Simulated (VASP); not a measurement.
A run of VASP 6.6.1 is set up as follows.

The input INCAR:

```
PREC = Accurate
ENCUT = 520
EDIFF = 1E-6
ISMEAR = 0
SIGMA = 0.15
LREAL = F
LASPH = T
NELM = 100
ALGO = Fast
ISIF = 2
LWAVE = F
LCHARG = F
GGA = PS
NBANDS = 18
```

The input KPOINTS:

```
Automatic mesh
0
Gamma
  24 24 12
```

POSCAR

```
Cu
1.0
    2.7368244034      0.0000000000      0.0000000000
   -1.3684122017      2.3701594590      0.0000000000
    0.0000000000      0.0000000000      4.4415766800
Cu
2
Direct
    0.3333333333      0.6666666667      0.2500000000
    0.6666666667      0.3333333333      0.7500000000
```

Potentials or basis: VASP PAW PBE potentials, release 64 (Cu).

Launch:

```bash
$ cat potpaw_PBE.64/Cu/POTCAR > POTCAR
$ mpirun -np 1 vasp_std > vasp.out
```

(1) What does it give for the pressure?

(2) Predict the band gap on the k mesh.

Results:

(1) -21.5 GPa.

(2) zero (bands 11 and 12 overlap by 5.28 eV).

Caveat: the cell differs from its parent crystal (strain +0.080 along x and y, +0.080 along z); the cell stands under tension; the PAW data sets were made with another functional, which shifts forces and pressure a little.
